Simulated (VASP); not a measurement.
NaLa3, 4 atoms in the cell. Symmetry: Pm-3m, No. 221, cubic system. Conventional cell: a = 5.359 Å, b = 5.359 Å, c = 5.359 Å, α = 90.00°, β = 90.00°, γ = 90.00°. La (site symmetry 4/mmm) has 8 La at 3.79 Å and 4 Na at 3.79 Å within 5.0 Å. Within 5.0 Å of Na (site symmetry m-3m) lie 12 La at 3.79 Å. 

* Program: VASP 6.6.1
* Task: single point
* Functional: PBE
* Potentials or basis: VASP PAW PBE potentials, release 64 (La, Na_pv)
* Cutoff: 520 eV
* k mesh: 5 × 5 × 5
* Occupations: fermi-dirac, width 0.05 eV
* Spin: no spin polarisation
* Dipole correction: no
* Further INCAR settings: ALGO = Fast; EDIFF = 1e-06; NBANDS = 28

Potentials or basis: VASP PAW PBE potentials, release 64 (La, Na_pv).

Run with:

```bash
$ cat potpaw_PBE.64/La/POTCAR potpaw_PBE.64/Na_pv/POTCAR > POTCAR
$ mpirun -np 1 vasp_std > vasp.out
```

Hardware: 1 thread of Intel(R) Xeon(R) Platinum 8259CL CPU @ 2.50GHz (Skylake/Cascade Lake) (shared host).

How long does it take, and how much memory?

Wall time 2.8 min on 1 thread of Intel(R) Xeon(R) Platinum 8259CL CPU @ 2.50GHz (Skylake/Cascade Lake), on a shared host, peak memory 0.26 GiB. Counts: scf iterations 38, k points 10.
